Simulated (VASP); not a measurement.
Wanted: the native input for a VASP 6.6.1 run.

* Task: single point
* Functional: PBE
* Potentials or basis: VASP PAW PBE potentials, release 64 (Zn, Cu)
* Cutoff: 520 eV
* k mesh: 10 × 10 × 10
* Occupations: fermi-dirac, width 0.05 eV
* Spin: no spin polarisation
* Dipole correction: no
* Further INCAR settings: ALGO = Normal; EDIFF = 1e-07; NBANDS = 18

The structure of ZnCu lies in POSCAR:

```
ZnCu
1.0
    2.9450000000      0.0000000000      0.0000000000
    0.0000000000      2.9450000000      0.0000000000
    0.0000000000      0.0000000000      2.9450000000
Zn Cu
1 1
Direct
    0.4850000000      0.4850000000      0.4850000000
    0.0150000000      0.0150000000      0.0150000000
```

This cell differs from its parent crystal: shortest bond scaled by 0.94.

One way to write it, as run:

INCAR

```
SYSTEM = ZnCu
ALGO = Normal
EDIFF = 1E-7
ENCUT = 520
GGA = PE
ISIF = 2
ISMEAR = -1
LASPH = .True.
LCHARG = .False.
LREAL = .False.
LWAVE = .False.
NBANDS = 18
NELM = 100
PREC = Accurate
SIGMA = 0.05
```

KPOINTS

```
k-points
0
Gamma
  10 10 10
  0 0 0
```

Potentials or basis: VASP PAW PBE potentials, release 64 (Zn, Cu).

The run is started by

```console
$ cat potpaw_PBE.64/Zn/POTCAR potpaw_PBE.64/Cu/POTCAR > POTCAR
$ mpirun -np 1 vasp_std > vasp.out
```

Results of the run:

| Property | Result |
| --- | --- |
| Pressure | 4.2 GPa |
| Largest force | 0.790 eV/Å |
| Band gap on the k mesh | zero (an odd number of electrons rules out a gap without spin polarisation) |

Caveat: the cell differs from its parent crystal (shortest bond scaled by 0.94); the cell stands under pressure.

Wall time 61 s on 1 thread of Intel Xeon 8259CL (shared host), peak memory 0.18 GiB.
